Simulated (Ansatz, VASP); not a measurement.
## One calculation of Mo, two programs

```
CELL_PARAMETERS angstrom
-1.21855 1.69084 1.69084
1.69084 -1.21855 1.69084
1.69084 1.69084 -1.21855
ATOMIC_POSITIONS crystal
Mo 0.00000 0.00000 0.00000
```

Alike in both runs: task single point; functional PBE; k mesh 22 × 22 × 22; occupations gaussian, width 0.15 eV; no spin polarisation.

|  | VASP | Ansatz |
| --- | --- | --- |
| version | VASP 6.6.1 | Ansatz 0.2.0 |
| potentials or method | VASP PAW PBE potentials, release 64 (Mo_sv), cutoff 520 eV | scalar-relativistic, plane waves, PAW |
| valence electrons in the cell | 14 | 14 |

|  | VASP | Ansatz | Ansatz less VASP |
| --- | --- | --- | --- |
| gap on the k mesh at the Fermi level (eV) | none | none | - |
| pressure (GPa) | -15.0 | -15.4 | -0.36 |
| traceless stress, the component that is largest in VASP (GPa) | -9.21 | -9.20 | +0.009 |

A gap of «none» marks a metal or a gap that the smearing closes.
